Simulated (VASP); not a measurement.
# Na2I (P6/mmm) in VASP: a series of runs

Runs on Na2I. Level: PBE. Tasks: single point, relaxation of cell and atoms.

Everything below comes from runs of VASP 6.6.1. Logs are shortened: lines on timing, memory, paths and dates and some standing lists are left out, and cuts for length are marked.

## Step 1: The cell of the first run

The structure is hexagonal, space group P6/mmm (No. 191). Conventional cell: a = 4.779 Å, b = 4.779 Å, c = 5.069 Å, α = 90.00°, β = 90.00°, γ = 120.00°. Within 3.6 Å of Na (site symmetry -6m2) lie 3 Na at 2.76 Å. Within 4.9 Å of I (site symmetry 6/mmm) lie 12 Na at 3.75 Å and 6 I at 4.78 Å.

## Step 2: Single point, PBE

Contents of INCAR:

```
SYSTEM = Na2I
PREC     = Accurate       ! precision mode
ENCUT    = 520            ! plane-wave cutoff, eV
EDIFF    = 1E-6           ! SCF threshold, eV
ISMEAR   = 0              ! smearing method
SIGMA    = 0.1            ! smearing width, eV
LREAL    = .False.        ! projectors in reciprocal space
LASPH    = .True.         ! aspherical terms in the spheres
NELM     = 60             ! most SCF steps
ALGO     = Normal         ! electronic algorithm
ISIF     = 2              ! what is computed and relaxed
LWAVE    = .False.        ! write WAVECAR
LCHARG   = .True.         ! write CHGCAR
GGA      = PE             ! functional
LELF     = .True.         ! ELF
LVHAR    = .True.       
NBANDS   = 18             ! bands
```

Contents of KPOINTS:

```
Automatic mesh
0
Gamma
  6 6 4
  0 0 0
```

Contents of POSCAR:

```
Na2I
1.0
    4.7791018800      0.0000000000      0.0000000000
   -2.3895509400      4.1388236300      0.0000000000
    0.0000000000      0.0000000000      5.0687089200
Na I
2 1
Direct
    0.3333333300      0.6666666700      0.0000000000
    0.6666666700      0.3333333300      0.0000000000
    0.0000000000      0.0000000000      0.5000000000
```

Potentials or basis: VASP PAW PBE potentials, release 64 (Na_pv, I).

Started as:

```bash
$ cat potpaw_PBE.64/Na_pv/POTCAR potpaw_PBE.64/I/POTCAR > POTCAR
$ mpirun -np 1 vasp_std > vasp.out
```

OUTCAR:

```text
SYSTEM = Na2I
   PREC = Accurate
   ENCUT = 520
   EDIFF = 1E-6
   ISMEAR = 0
   LREAL = .False.
   LASPH = .True.
   NELM = 60
   ISIF = 2
   GGA = PE

 ion  position               nearest neighbor table
   1  0.333  0.667  0.000-   2 2.76   2 2.76   2 2.76
   2  0.667  0.333  0.000-   1 2.76   1 2.76   1 2.76
   3  0.000  0.000  0.500-

  LATTYP: Found a hexagonal cell.
 ALAT       =     4.7791018800
 C/A-ratio  =     1.0605986328

  Lattice vectors:

 A1 = (   4.7791018800,   0.0000000000,   0.0000000000)
 A2 = (  -2.3895509400,   4.1388236300,   0.0000000000)
 A3 = (   0.0000000000,   0.0000000000,   5.0687089200)

Analysis of symmetry for initial positions (statically):
=====================================================================
 Subroutine PRICEL returns:
 Original cell was already a primitive cell.

 Routine SETGRP: Setting up the symmetry group for a
 hexagonal supercell.

 Subroutine GETGRP returns: Found 24 space group operations
 (whereof 24 operations were pure point group operations)
 out of a pool of 24 trial point group operations.

The static configuration has the point symmetry D_6h.

Analysis of symmetry for dynamics (positions and initial velocities):
=====================================================================
 Subroutine PRICEL returns:
 Original cell was already a primitive cell.

 Routine SETGRP: Setting up the symmetry group for a
 hexagonal supercell.

 Subroutine GETGRP returns: Found 24 space group operations
 (whereof 24 operations were pure point group operations)
 out of a pool of 24 trial point group operations.

The dynamic configuration has the point symmetry D_6h.

 Subroutine INISYM returns: Found 24 space group operations
 (whereof 24 operations are pure point group operations),
 and found     1 'primitive' translations

----------------------------------------------------------------------------------------

                                     Primitive cell

  volume of cell :     100.2584

  direct lattice vectors                    reciprocal lattice vectors
     4.779101880  0.000000000  0.000000000     0.209244336  0.120807274  0.000000000
    -2.389550940  4.138823630  0.000000000     0.000000000  0.241614548  0.000000000
     0.000000000  0.000000000  5.068708920     0.000000000  0.000000000  0.197288899

  length of vectors
[... 79 lines left out ...]
   NELM   =     60;   NELMIN=  2; NELMDL= -5     # of ELM steps
   EDIFF  = 0.1E-05   stopping-criterion for ELM
   LREAL  =      F    real-space projection
   EDIFFG = 0.1E-04   stopping-criterion for IOM
   NSW    =      0    number of steps for IOM
   IBRION =     -1    ionic relax: 0-MD 1-quasi-New 2-CG
   NFREE  =      0    steps in history (QN), initial steepest desc. (CG)
   ISIF   =      2    stress and relaxation
   ISYM   =      2    0-nonsym 1-usesym 2-fastsym
   POTIM  = 0.5000    time-step for ionic-motion
   TEBEG  =    0.0;   TEEND  =   0.0 temperature during run
   PSTRESS=    0.0 pullay stress
   NELECT =      21.0000    total number of electrons
   NUPDOWN=      -1.0000    fix difference up-down
   EMIN   =  10.00;   EMAX   =-10.00  energy-range for DOS
   EFERMI =   0.00;   METHOD = LEGACY
   ISMEAR =     0;   SIGMA  =   0.10  broadening in eV -4-tet -1-fermi 0-gaus
   EFERMI_NEDOS =   21; number of points for ismear=-14 and -15
   IALGO  =     38    algorithm
   IMIX   =      4    mixing-type and parameters
     AMIX     =   0.40;   BMIX     =  1.00
     AMIX_MAG =   1.60;   BMIX_MAG =  1.00
  volume/ion in A,a.u.               =      33.42       225.53
  Fermi-wavevector in a.u.,A,eV,Ry     =   0.972242  1.837271 12.860970  0.945255
  Thomas-Fermi vector in A             =   2.102525
   LORBIT       =      0    0 simple, 1 ext, 2 COOP (PROOUT), +10 PAW based schemes
   GGA     = PE    functional components
   LHFCALC =     F    Hartree Fock is set to
   AEXX    =    0.0000 exact exchange contribution
   IVDW    =     0    specifies the selected vdW correction
   LEPSILON=     F    determine dielectric tensor
   LRPA    =     F    only Hartree local field effects (RPA)
 non-spin polarized calculation
 Gauss-broadening in eV      SIGMA  =   0.10
  energy-cutoff  :      520.00
  volume of cell :      100.26
 maximum number of plane-waves:      2739
 NGX is ok and might be reduce to    36
   NGX = 17   NGY = 17   NGZ = 19

 number of electron      21.0000000 magnetization

 Free energy of the ion-electron system (eV)
  ---------------------------------------------------
  ext. energy  EPLUGINS =         0.00000000
  ---------------------------------------------------
  free energy    TOTEN  =        -4.99625429 eV

  energy without entropy =       -4.98498104  energy(sigma->0) =       -4.99061766

 E-fermi :   3.1328     XC(G=0):  -7.4729

 val. band max:        3.1291832318   @ k =   0.3333   0.0000   0.2500
 cond. band min:       3.1577944308   @ k =   0.5000   0.0000   0.0000
 fundamental gap:      0.0286111990
 Fermi energy:         3.1328402536

 k-point     1 :       0.0000    0.0000    0.0000
  band No.  band energies     occupation
      1     -23.1540      2.00000
      2     -23.1540      2.00000
      3     -23.0108      2.00000
      4     -22.9668      2.00000
      5     -22.9668      2.00000
      6     -22.9568      2.00000
[... 418 lines left out ...]
      5     -22.9841      2.00000
      6     -22.9403      2.00000
[... 10 lines left out ...]
     17      11.1975      0.00000
     18      11.3174      0.00000

------------------------ aborting loop because EDIFF is reached ----------------------------------------

  FORCE on cell =-STRESS in cart. coord.  units (eV):
  Direction    XX          YY          ZZ          XY          YZ          ZX
  --------------------------------------------------------------------------------------
  -------------------------------------------------------------------------------------
  Total        2.1005536      2.1005536     -1.2506092      0.0000000      0.0000000      0.0000000
  in kB       33.5678710     33.5678709    -19.9853440      0.0000000      0.0000000      0.0000000
  external PRESSURE =      15.7167993 kB  Pullay stress =       0.0000000 kB

 VOLUME and BASIS-vectors are now :
 -----------------------------------------------------------------------------
  energy-cutoff  :      520.00
  volume of cell :      100.26
      direct lattice vectors                 reciprocal lattice vectors
     4.779101880  0.000000000  0.000000000     0.209244336  0.120807274  0.000000000
    -2.389550940  4.138823630  0.000000000     0.000000000  0.241614548  0.000000000
     0.000000000  0.000000000  5.068708920     0.000000000  0.000000000  0.197288899

 POSITION                                       TOTAL-FORCE (eV/Angst)
 -----------------------------------------------------------------------------------
     -0.00000      2.75922      0.00000        -0.000000      0.000000      0.000000
      2.38955      1.37961      0.00000         0.000000     -0.000000      0.000000
      0.00000      0.00000      2.53435         0.000000      0.000000      0.000000
 -----------------------------------------------------------------------------------
    total drift:                                0.000000      0.000000     -0.000000

  FREE ENERGIE OF THE ION-ELECTRON SYSTEM (eV)
  ---------------------------------------------------
  free  energy   TOTEN  =        -4.9962542890 eV

  energy  without entropy=       -4.9849810353  energy(sigma->0) =       -4.99061766
```

OSZICAR:

```text
N       E                     dE             d eps       ncg     rms          rms(c)
DAV:   1     0.160360482115E+03    0.16036E+03   -0.10241E+04   756   0.108E+03
DAV:   2     0.768605559247E+01   -0.15267E+03   -0.14878E+03   800   0.291E+02
DAV:   3    -0.480705901648E+01   -0.12493E+02   -0.12330E+02   930   0.882E+01
DAV:   4    -0.509141408005E+01   -0.28436E+00   -0.28416E+00  1018   0.136E+01
DAV:   5    -0.509683023056E+01   -0.54162E-02   -0.54158E-02   996   0.161E+00    0.424E+00
DAV:   6    -0.501634630776E+01    0.80484E-01   -0.97237E-02   952   0.150E+00    0.255E+00
DAV:   7    -0.499739105289E+01    0.18955E-01   -0.90580E-02   948   0.115E+00    0.403E-01
DAV:   8    -0.499634672297E+01    0.10443E-02   -0.93670E-03   814   0.554E-01    0.161E-01
DAV:   9    -0.499627877360E+01    0.67949E-04   -0.16337E-03   890   0.248E-01    0.925E-02
DAV:  10    -0.499624368792E+01    0.35086E-04   -0.12710E-04   906   0.885E-02    0.335E-02
DAV:  11    -0.499625498678E+01   -0.11299E-04   -0.45523E-05   806   0.411E-02    0.277E-02
DAV:  12    -0.499625428897E+01    0.69781E-06   -0.47625E-06   928   0.122E-02
   1 F= -.49962543E+01 E0= -.49906177E+01  d E =-.112733E-01
```

It took 29 s on 1 thread of Intel Xeon Platinum 8259CL at 2.50GHz (Skylake/Cascade Lake), shared host; peak memory 0.22 GiB.

Results:

```
Free energy : -4.9963 eV
Pressure    : 1.6 GPa
```

Caveat: spin-orbit coupling is left out, which moves the levels of the heavy elements; an odd number of electrons without spin polarisation forces a metal; a magnetic or distorted state may lie lower.

## Step 3: Single point, PBE

This run uses another cell than the first one, of 36.74 Å³/atom, 1.099 times its volume.

Contents of INCAR:

```
PREC     = Accurate       # precision mode
ENCUT    = 520            # plane-wave cutoff, eV
EDIFF    = 1E-6           # SCF threshold, eV
ISMEAR   = 0              # smearing method
SIGMA    = 0.1            # smearing width, eV
LREAL    = F              # projectors in reciprocal space
LASPH    = T              # aspherical terms in the spheres
NELM     = 80             # most SCF steps
ALGO     = Normal         # electronic algorithm
ISIF     = 2              # what is computed and relaxed
LWAVE    = F              # write WAVECAR
LCHARG   = F              # write CHGCAR
GGA      = PE             # functional
NBANDS   = 18             # bands
```

Contents of KPOINTS:

```
regular mesh
0
Gamma
  6 6 4
```

Contents of POSCAR:

```
Na2I
1.0
    5.6472153873      0.0000000000      0.0000000000
   -2.8236076937      4.8906319861      0.0000000000
    0.0000000000      0.0000000000      3.9908796538
Na I
2 1
Direct
    0.3333333333      0.6666666667      0.0000000000
    0.6666666667      0.3333333333      0.0000000000
    0.0000000000      0.0000000000      0.5000000000
```

Potentials or basis: VASP PAW PBE potentials, release 64 (Na_pv, I).

Started as:

```bash
$ cat potpaw_PBE.64/Na_pv/POTCAR potpaw_PBE.64/I/POTCAR > POTCAR
$ mpirun -np 1 vasp_std > vasp.out
```

Wall time 32 s (1 thread of Intel Xeon Platinum 8259CL at 2.50GHz (Skylake/Cascade Lake), shared host); peak memory 0.23 GiB.

It converged, with:

- Free energy: -5.4583 eV
- Pressure: 0.0 GPa

Stress tensor (GPa, compression positive):
```
 0.12  0.00  0.00
 0.00  0.12  0.00
 0.00  0.00 -0.10
```

Levels at points of the mesh, in eV from the Fermi level:
```
           k point  band 9  band 10  band 11  band 12  band 13  band 14
(0.00, 0.00, 0.00)   -3.90    -2.38    -2.03     1.74     1.74     3.17
(0.50, 0.00, 0.00)   -4.08    -2.34    -0.54     1.08     3.16     3.41
(0.00, 0.00, 0.50)   -3.42    -3.42     0.37     1.13     3.29     3.29
(0.50, 0.00, 0.50)   -3.99    -3.55    -0.03     1.60     2.24     2.31
```

Caveat: the k points lie up to 0.39 Å⁻¹ apart; spin-orbit coupling is left out, which moves the levels of the heavy elements; an odd number of electrons without spin polarisation forces a metal; a magnetic or distorted state may lie lower.

## Step 4: Relaxation of cell and atoms, PBE

Contents of INCAR:

```
PREC = Accurate
ENCUT = 600
EDIFF = 1E-6
ISMEAR = 0
SIGMA = 0.1
LREAL = F
LASPH = T
NELM = 80
ALGO = Normal
ISIF = 3
LWAVE = F
LCHARG = F
GGA = PE
IBRION = 2
NSW = 90
EDIFFG = -0.04
```

Contents of KPOINTS:

```
Automatic mesh
0
Gamma
  6 6 4
```

Contents of POSCAR:

```
Na2I
1.0
    4.7791018800      0.0000000000      0.0000000000
   -2.3895509400      4.1388236300      0.0000000000
    0.0000000000      0.0000000000      5.0687089200
Na I
2 1
Direct
    0.3333333300      0.6666666700      0.0000000000
    0.6666666700      0.3333333300      0.0000000000
    0.0000000000      0.0000000000      0.5000000000
```

Potentials or basis: VASP PAW PBE potentials, release 64 (Na_pv, I).

Started as:

```bash
$ cat potpaw_PBE.64/Na_pv/POTCAR potpaw_PBE.64/I/POTCAR > POTCAR
$ mpirun -np 1 vasp_std > vasp.out
```

OUTCAR:

```text
PREC = Accurate
   ENCUT = 600
   EDIFF = 1E-6
   ISMEAR = 0
   LREAL = F
   LASPH = T
   NELM = 80
   ISIF = 3
   GGA = PE
   IBRION = 2
   NSW = 90
   EDIFFG = -0.04

 ion  position               nearest neighbor table
   1  0.333  0.667  0.000-   2 2.76   2 2.76   2 2.76
   2  0.667  0.333  0.000-   1 2.76   1 2.76   1 2.76
   3  0.000  0.000  0.500-

  LATTYP: Found a hexagonal cell.
 ALAT       =     4.7791018800
 C/A-ratio  =     1.0605986328

  Lattice vectors:

 A1 = (   4.7791018800,   0.0000000000,   0.0000000000)
 A2 = (  -2.3895509400,   4.1388236300,   0.0000000000)
 A3 = (   0.0000000000,   0.0000000000,   5.0687089200)

[... 282 lines left out ...]

[... ionic steps 4 to 9 ...]

--------------------------------------- Ionic step       10  -------------------------------------------

 number of electron      20.9999991 magnetization

------------------------ aborting loop because EDIFF is reached ----------------------------------------
[... 69 lines left out ...]
--------------------------------------- Ionic step       12  -------------------------------------------

 number of electron      20.9999986 magnetization

 Free energy of the ion-electron system (eV)
  ---------------------------------------------------
  ext. energy  EPLUGINS =         0.00000000
  ---------------------------------------------------
  free energy    TOTEN  =        -5.45502723 eV

  energy without entropy =       -5.44914772  energy(sigma->0) =       -5.45208748

 E-fermi :   2.8182     XC(G=0):  -7.2352

 val. band max:        2.7929890934   @ k =   0.5000   0.0000   0.5000
 cond. band min:       2.9568262007   @ k =   0.3333   0.1667   0.5000
 fundamental gap:      0.1638371073
 Fermi energy:         2.8181644264

 k-point     1 :       0.0000    0.0000    0.0000
  band No.  band energies     occupation
      1     -23.2425      2.00000
      2     -23.2425      2.00000
      3     -23.1962      2.00000
      4     -23.1962      2.00000
      5     -23.1897      2.00000
      6     -23.1791      2.00000
      7     -10.9982      2.00000
      8      -1.1265      2.00000
      9      -1.1265      2.00000
     10       0.4658      2.00000
     11       0.7673      2.00000
     12       4.5323      0.00000
     13       4.5324      0.00000
     14       6.5829      0.00000
[... 368 lines left out ...]
  FREE ENERGIE OF THE ION-ELECTRON SYSTEM (eV)
  ---------------------------------------------------
  free  energy   TOTEN  =        -5.4550272285 eV

  energy  without entropy=       -5.4491477217  energy(sigma->0) =       -5.45208748

 reached required accuracy - stopping structural energy minimisation
```

OSZICAR:

```text
N       E                     dE             d eps       ncg     rms          rms(c)
DAV:   1     0.161113841524E+03    0.16111E+03   -0.11125E+04   588   0.154E+03
DAV:   2     0.917699194463E+01   -0.15194E+03   -0.14996E+03   606   0.356E+02
DAV:   3    -0.470291251937E+01   -0.13880E+02   -0.13488E+02   738   0.110E+02
[... 115 lines left out ...]
DAV:   4    -0.545538481910E+01    0.24096E-02   -0.31386E-03   624   0.512E-01    0.324E-01
DAV:   5    -0.545501965772E+01    0.36516E-03   -0.76665E-04   636   0.248E-01    0.391E-02
DAV:   6    -0.545502240038E+01   -0.27427E-05   -0.36665E-05   612   0.548E-02    0.212E-02
DAV:   7    -0.545502723143E+01   -0.48311E-05   -0.80512E-06   672   0.361E-02    0.382E-03
DAV:   8    -0.545502722847E+01    0.29561E-08   -0.97852E-07   342   0.142E-02
  12 F= -.54550272E+01 E0= -.54520875E+01  d E =-.994638E-02
```

Run time: 3.9 min. Hardware: 1 thread of Intel Xeon Platinum 8259CL at 2.50GHz (Skylake/Cascade Lake), shared host; peak memory 0.27 GiB.

What came out:

```
Free energy                            : -5.4550 eV
Relaxed volume                         : 36.25 Å³/atom
Relaxed cell                           : a = 5.633 Å, b = 5.633 Å, c = 3.957 Å, α = 90.00°, β = 90.00°, γ = 120.00°
Space group after relaxing (to 0.05 Å) : P6/mmm (No. 191)
Energy gained by relaxing              : 152.9 meV/atom
Ionic steps                            : 12
Pressure after relaxing                : 0.1 GPa
```

The path:
```tsv
step	energy change (eV)	largest force (eV/Å)	pressure (GPa)	volume (Å³)
1	0.0000	0.0000	1.57	100.26
2	-0.1455	0.0000	0.90	104.99
3	-0.3635	0.0000	-0.55	118.81
4	-0.3749	0.0000	-0.74	121.78
5	-0.4105	0.0000	-0.54	117.22
6	-0.4433	0.0000	-0.09	110.37
7	-0.3806	0.0000	1.77	96.80
8	-0.4478	0.0000	0.13	108.22
9	-0.4489	0.0000	0.28	106.61
10	-0.4556	0.0000	0.26	107.77
11	-0.4465	0.0000	-0.04	111.07
12	-0.4588	0.0000	0.15	108.74
```

Final structure:
```
CELL_PARAMETERS angstrom
5.63287 0.00000 0.00000
-2.81644 4.87821 0.00000
0.00000 0.00000 3.95738
ATOMIC_POSITIONS crystal
Na 0.33333 0.66667 0.00000
Na 0.66667 0.33333 0.00000
I 0.00000 0.00000 0.50000
```

Levels at points of the mesh, in eV from the Fermi level:
| k point | band 8 | band 9 | band 10 | band 11 | band 12 | band 13 | band 14 |
| --- | --- | --- | --- | --- | --- | --- | --- |
| (0.00, 0.00, 0.00) | -3.94 | -3.94 | -2.35 | -2.05 | 1.71 | 1.71 | 3.76 |
| (0.50, 0.00, 0.00) | -4.88 | -4.12 | -2.30 | -0.56 | 1.10 | 3.19 | 3.42 |
| (0.00, 0.00, 0.50) | -5.04 | -3.44 | -3.44 | 0.36 | 1.17 | 3.27 | 3.27 |
| (0.50, 0.00, 0.50) | -4.80 | -4.02 | -3.57 | -0.03 | 1.59 | 2.24 | 2.34 |

Caveat: spin-orbit coupling is left out, which moves the levels of the heavy elements; an odd number of electrons without spin polarisation forces a metal; a magnetic or distorted state may lie lower.

## Step 5: Single point, PBE

This run uses another cell than the first one, of 36.41 Å³/atom, 1.090 times its volume.

Contents of INCAR:

```
ALGO = Normal
EDIFF = 1E-6
ENCUT = 520
GGA = PE
ISIF = 2
ISMEAR = 0
LASPH = T
LCHARG = F
LREAL = F
LWAVE = F
NBANDS = 18
NELM = 100
PREC = Accurate
SIGMA = 0.1
```

Contents of KPOINTS:

```
k-points
0
Gamma
  12 12 12
```

Contents of POSCAR:

```
Na2I
1.0
    5.6619854329      0.0000000000      0.0000000000
   -2.8309927165      4.9034232207      0.0000000000
    0.0000000000      0.0000000000      3.9347562094
Na I
2 1
Direct
    0.3333333333      0.6666666667      0.0000000000
    0.6666666667      0.3333333333      0.0000000000
    0.0000000000      0.0000000000      0.5000000000
```

Started as:

```bash
$ cat potpaw_PBE.64/Na_pv/POTCAR potpaw_PBE.64/I/POTCAR > POTCAR
$ mpirun -np 1 vasp_std > vasp.out
```

Run time: 3.9 min. Hardware: 1 thread of Oxide Virtual Turin-like, shared host; peak memory 0.34 GiB.

It converged, with:

| Quantity | Value |
| --- | --- |
| Free energy | -5.4568 eV |
| Pressure | 0.0 GPa |

Levels at points of the mesh, in eV from the Fermi level:
| k point | band 8 | band 9 | band 10 | band 11 | band 12 | band 13 | band 14 | band 15 |
| --- | --- | --- | --- | --- | --- | --- | --- | --- |
| (0.00, 0.00, 0.00) | -4.04 | -4.04 | -2.38 | -2.14 | 1.60 | 1.60 | 3.02 | 3.76 |
| (0.50, 0.00, 0.00) | -4.95 | -4.21 | -2.34 | -0.66 | 0.97 | 3.13 | 3.29 | 5.24 |
| (0.00, 0.00, 0.50) | -5.12 | -3.51 | -3.51 | 0.28 | 1.09 | 3.19 | 3.19 | 3.63 |
| (0.50, 0.00, 0.50) | -4.89 | -4.08 | -3.64 | -0.07 | 1.50 | 2.16 | 2.27 | 2.92 |

Caveat: spin-orbit coupling is left out, which moves the levels of the heavy elements; an odd number of electrons without spin polarisation forces a metal; a magnetic or distorted state may lie lower.

(Part 1 of 2 ends here.)
